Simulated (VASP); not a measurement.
# TaN (P-6m2) in VASP: notebook, part 2 of 2

VASP 6.6.1. The steps go on from the part before.

## (3) Single point, PBE+U

This run uses another cell than the first one, of 11.13 Å³/atom, 1.004 times its volume.

Contents of INCAR:

```
  PREC = Accurate
  ENCUT = 520
  EDIFF = 1E-6
  ISMEAR = -1
  SIGMA = 0.05
  LREAL = F
  LASPH = T
  NELM = 150
  ALGO = Normal
  ISIF = 2
  LWAVE = F
  LCHARG = F
  LMAXMIX = 4
  LDAU = T
  LDAUTYPE = 2
  LDAUL = 2 -1
  LDAUU = 6 0
  LDAUJ = 0 0
  LDAUPRINT = 1
  GGA = PE
  NBANDS = 15
```

Contents of KPOINTS:

```
Automatic mesh
0
Gamma
  10 10 9
```

Contents of POSCAR:

```
TaN
1.0
    2.9762758949     -0.0000000029      0.0000000000
   -1.4881379449      2.5775305351      0.0000000000
    0.0000000000      0.0000000000      2.9018239125
Ta N
1 1
Direct
    0.3333333333      0.6666666667      0.5000000000
    0.0000000000      0.0000000000      0.0000000000
```

Potentials or basis: VASP PAW PBE potentials, release 64 (Ta_pv, N).

Started as:

```
cat potpaw_PBE.64/Ta_pv/POTCAR potpaw_PBE.64/N/POTCAR > POTCAR
mpirun -np 1 vasp_std > vasp.out
```

OUTCAR:

```text
PREC = Accurate
   ENCUT = 520
   EDIFF = 1E-6
   ISMEAR = -1
   LREAL = F
   LASPH = T
   NELM = 150
   ISIF = 2
   GGA = PE

 ion  position               nearest neighbor table
   1  0.333  0.667  0.500-   2 2.25   2 2.25   2 2.25   2 2.25   2 2.25   2 2.25
   2  0.000  0.000  0.000-   1 2.25   1 2.25   1 2.25   1 2.25   1 2.25   1 2.25

  LATTYP: Found a hexagonal cell.
 ALAT       =     2.9762758949
 C/A-ratio  =     0.9749848519

  Lattice vectors:

 A1 = (   2.9762758949,  -0.0000000029,   0.0000000000)
 A2 = (  -1.4881379449,   2.5775305351,   0.0000000000)
 A3 = (   0.0000000000,   0.0000000000,   2.9018239125)

Analysis of symmetry for initial positions (statically):
=====================================================================
 Subroutine PRICEL returns:
 Original cell was already a primitive cell.

 Routine SETGRP: Setting up the symmetry group for a
 hexagonal supercell.

 Subroutine GETGRP returns: Found 12 space group operations
 (whereof 12 operations were pure point group operations)
 out of a pool of 24 trial point group operations.

[... 210 lines left out ...]
      3     -27.3399      2.00000
      4      -9.3146      2.00000
      5       4.1041      2.00000
      6       4.1041      2.00000
      7       4.4700      2.00000
      8       5.4432      2.00000
      9      10.0056      0.00000
     10      12.1613      0.00000
     11      12.1613      0.00000
     12      13.3013      0.00000
     13      13.3013      0.00000
     14      20.3749      0.00000
[... 401 lines left out ...]
      2     -27.5757      2.00000
      3     -27.5186      2.00000
      4      -7.0372      2.00000
      5       0.4195      2.00000
      6       3.3986      2.00000
      7       4.3041      2.00000
      8       6.4292      2.00000
      9      11.4065      0.00000
     10      12.3466      0.00000
     11      13.1895      0.00000
     12      14.4729      0.00000
     13      16.8990      0.00000
     14      19.4922      0.00000
     15      20.4010      0.00000

 [... further k-points ...]

------------------------ aborting loop because EDIFF is reached ----------------------------------------

  FORCE on cell =-STRESS in cart. coord.  units (eV):
  Direction    XX          YY          ZZ          XY          YZ          ZX
  --------------------------------------------------------------------------------------
  -------------------------------------------------------------------------------------
  Total        1.5326632      1.5326632      2.3918095      0.0000000      0.0000000      0.0000000
  in kB      110.3085661    110.3085661    172.1428941      0.0000000      0.0000000      0.0000000
  external PRESSURE =     130.9200088 kB  Pullay stress =       0.0000000 kB

 VOLUME and BASIS-vectors are now :
 -----------------------------------------------------------------------------
  energy-cutoff  :      520.00
  volume of cell :       22.26
      direct lattice vectors                 reciprocal lattice vectors
     2.976275895 -0.000000003  0.000000000     0.335990357  0.193984123  0.000000000
    -1.488137945  2.577530535  0.000000000     0.000000000  0.387968246  0.000000000
     0.000000000  0.000000000  2.901823912     0.000000000  0.000000000  0.344610848

 POSITION                                       TOTAL-FORCE (eV/Angst)
 -----------------------------------------------------------------------------------
      0.00000      1.71835      1.45091         0.000000      0.000000      0.000000
      0.00000      0.00000      0.00000        -0.000000     -0.000000      0.000000
 -----------------------------------------------------------------------------------
    total drift:                                0.000000     -0.000000     -0.000000

  FREE ENERGIE OF THE ION-ELECTRON SYSTEM (eV)
  ---------------------------------------------------
  free  energy   TOTEN  =       -17.1685193579 eV

  energy  without entropy=      -17.1682170453  energy(sigma->0) =      -17.16836820
```

It took 18 s on 1 thread of Intel Xeon Platinum 8259CL at 2.50GHz (Skylake/Cascade Lake), shared host; peak memory 0.15 GiB.

What came out:

- Free energy: -17.1685 eV
- Pressure: 13.1 GPa
- Band gap on the k mesh: zero (band 8 reaches 9.18 eV, above the bottom of band 9 at 8.85 eV)

Levels at points of the mesh, in eV from the Fermi level:
| k point | band 4 | band 5 | band 6 | band 7 | band 8 | band 9 | band 10 | band 11 | band 12 | band 13 |
| --- | --- | --- | --- | --- | --- | --- | --- | --- | --- | --- |
| (0.00, 0.00, 0.00) | -18.29 | -4.87 | -4.87 | -4.50 | -3.53 | 1.03 | 3.19 | 3.19 | 4.33 | 4.33 |
| (0.50, 0.00, 0.00) | -16.03 | -8.87 | -5.25 | -3.80 | -3.69 | 3.35 | 3.48 | 5.00 | 5.02 | 6.17 |

Eigenvalues of the final occupation matrices:
```csv
site,spin,trace,eigenvalues
site 1 d,1,1.10,0.16 0.16 0.24 0.24 0.30
site 1 d,2,1.10,0.16 0.16 0.24 0.24 0.30
```

Caveat: spin-orbit coupling is left out, which moves the levels of the heavy elements; U without spin polarisation on a metal has little footing.

## (4) Single point, PBE+U

This run uses another cell than the first one, of 11.26 Å³/atom, 1.016 times its volume.

Contents of INCAR:

```
PREC     = Accurate       # precision mode
ENCUT    = 520            # plane-wave cutoff, eV
EDIFF    = 1E-6           # SCF threshold, eV
ISMEAR   = -1             # smearing method
SIGMA    = 0.05           # smearing width, eV
LREAL    = F              # projectors in reciprocal space
LASPH    = T              # aspherical terms in the spheres
NELM     = 150            # most SCF steps
ALGO     = Normal         # electronic algorithm
ISIF     = 2              # what is computed and relaxed
LWAVE    = F              # write WAVECAR
LCHARG   = F              # write CHGCAR
LMAXMIX  = 4              # l up to which the mixer works
LDAU     = T              # DFT+U
LDAUTYPE = 2            
LDAUL    = 2 -1           # shell
LDAUU    = 8 0            # U, eV
LDAUJ    = 0 0          
LDAUPRINT= 1            
GGA      = PE             # functional
NBANDS   = 15             # bands
```

KPOINTS is that of step 3.

Contents of POSCAR:

```
TaN
1.0
    2.9962927635     -0.0000000029      0.0000000000
   -1.4981463792      2.5948656519      0.0000000000
    0.0000000000      0.0000000000      2.8958875357
Ta N
1 1
Direct
    0.3333333333      0.6666666667      0.5000000000
    0.0000000000      0.0000000000      0.0000000000
```

Started as:

```
cat potpaw_PBE.64/Ta_pv/POTCAR potpaw_PBE.64/N/POTCAR > POTCAR
mpirun -np 1 vasp_std > vasp.out
```

It took 14 s on 1 thread of Intel Xeon Platinum 8259CL at 2.50GHz (Skylake/Cascade Lake), shared host; peak memory 0.15 GiB.

It converged, with:

- Free energy: -15.5216 eV
- Pressure: 16.0 GPa
- Band gap on the k mesh: zero (band 8 reaches 9.46 eV, above the bottom of band 9 at 9.13 eV)

Stress tensor (GPa, compression positive):
```
12.08  0.00  0.00
 0.00 12.08  0.00
 0.00  0.00 23.75
```

Levels at points of the mesh, in eV from the Fermi level:
| k point | band 4 | band 5 | band 6 | band 7 | band 8 | band 9 | band 10 | band 11 | band 12 | band 13 |
| --- | --- | --- | --- | --- | --- | --- | --- | --- | --- | --- |
| (0.00, 0.00, 0.00) | -18.49 | -5.04 | -5.04 | -4.64 | -3.71 | 0.55 | 3.09 | 3.09 | 4.48 | 4.48 |
| (0.50, 0.00, 0.00) | -16.25 | -9.11 | -5.24 | -4.07 | -3.80 | 3.22 | 3.52 | 4.89 | 5.01 | 5.75 |

Eigenvalues of the final occupation matrices:
```csv
site,spin,trace,eigenvalues
site 1 d,1,1.06,0.15 0.15 0.23 0.23 0.30
site 1 d,2,1.06,0.15 0.15 0.23 0.23 0.30
```

Caveat: spin-orbit coupling is left out, which moves the levels of the heavy elements; U without spin polarisation on a metal has little footing.

## (5) Relaxation of cell and atoms, PBE

This run uses another cell than the first one, of 10.78 Å³/atom, 0.972 times its volume.

Contents of INCAR:

```
SYSTEM = TaN
  PREC = Accurate
  ENCUT = 600
  EDIFF = 1E-6
  ISMEAR = -1
  SIGMA = 0.05
  LREAL = .False.
  LASPH = .True.
  NELM = 80
  ALGO = Normal
  ISIF = 3
  LWAVE = .False.
  LCHARG = .False.
  GGA = PE
  IBRION = 2
  NSW = 60
  EDIFFG = -0.01
```

Contents of KPOINTS:

```
Automatic mesh
0
Gamma
  10 10 9
  0 0 0
```

Contents of POSCAR:

```
TaN
1.0
    2.9380011100      0.0000000000      0.0000000000
   -1.4690005500      2.5443836000      0.0000000000
    0.0000000000      0.0000000000      2.8830022100
Ta N
1 1
Direct
    0.3333333333      0.6666666667      0.5000000000
    0.0000000000      0.0000000000      0.0000000000
```

Started as:

```
cat potpaw_PBE.64/Ta_pv/POTCAR potpaw_PBE.64/N/POTCAR > POTCAR
mpirun -np 1 vasp_std > vasp.out
```

It took 26 s on 1 thread of Intel Xeon Platinum 8259CL at 2.50GHz (Skylake/Cascade Lake), shared host; peak memory 0.16 GiB.

The run converged. Its results:

* Free energy: -22.4485 eV
* Relaxed volume: 10.94 Å³/atom
* Relaxed cell: a = 2.952 Å, b = 2.952 Å, c = 2.900 Å, α = 90.00°, β = 90.00°, γ = 120.00°
* Space group after relaxing (to 0.05 Å): P-6m2 (No. 187)
* Energy gained by relaxing: 2.7 meV/atom
* Ionic steps: 3
* Pressure after relaxing: 0.0 GPa
* Band gap on the k mesh: zero (band 8 reaches 8.33 eV, above the bottom of band 9 at 8.04 eV)

Stress tensor (GPa, compression positive):
```
 0.00  0.00  0.00
 0.00  0.00  0.00
 0.00  0.00 -0.13
```

The path:
```
step  energy change (eV)  largest force (eV/Å)  pressure (GPa)  volume (Å³)
   1              0.0000                0.0000            5.29        21.55
   2              0.0245                0.0000          -11.35        22.68
   3             -0.0053                0.0000           -0.05        21.88
```

Final structure:
```cif
data_structure
_symmetry_space_group_name_H-M 'P 1'
_symmetry_Int_Tables_number 1
_cell_length_a 2.9517
_cell_length_b 2.9517
_cell_length_c 2.8999
_cell_angle_alpha 90.000
_cell_angle_beta 90.000
_cell_angle_gamma 120.000
_cell_volume 21.88
loop_
_atom_site_label
_atom_site_type_symbol
_atom_site_fract_x
_atom_site_fract_y
_atom_site_fract_z
_atom_site_occupancy
Ta1 Ta 0.33333 0.66667 0.50000 1
N1 N 0.00000 0.00000 0.00000 1
```

Levels at points of the mesh, in eV from the Fermi level:
```tsv
k point	band 6	band 7	band 8	band 9	band 10	band 11
(0.00, 0.00, 0.00)	-4.55	-4.21	-2.98	2.04	3.45	3.45
(0.50, 0.00, 0.00)	-5.19	-3.48	-3.21	2.89	3.88	5.06
```

Caveat: spin-orbit coupling is left out, which moves the levels of the heavy elements. PBE usually gives volumes a little too large and moduli too small.

## (6) Overview

```tsv
task	level	U	cell	cutoff (eV)	gap on the mesh (eV)	pressure (GPa)
single point	PBE+U	Ta d U = 5.0 eV	a = 2.970, b = 2.970, c = 2.902 Å, angles 90.0, 90.0, 120.0°, 2 atoms	520	none	11.2
single point	PBE+U	Ta d U = 6.0 eV	a = 2.976, b = 2.976, c = 2.902 Å, angles 90.0, 90.0, 120.0°, 2 atoms	520	none	13.1
single point	PBE+U	Ta d U = 8.0 eV	a = 2.996, b = 2.996, c = 2.896 Å, angles 90.0, 90.0, 120.0°, 2 atoms	520	none	16.0
relaxation of cell and atoms	PBE	-	relaxed from a = 2.938, b = 2.938, c = 2.883 Å, angles 90.0, 90.0, 120.0°, 2 atoms	600	none	0.0
```

Alike in all rows: potentials or basis VASP PAW PBE potentials, release 64 (Ta_pv, N); no spin polarisation; k mesh 10 × 10 × 9; smearing fermi-dirac 0.05 eV.

Caveats: spin-orbit coupling is left out, which moves the levels of the heavy elements; U without spin polarisation on a metal has little footing (some runs).

Absolute energies hang on the potentials; compare differences alone.
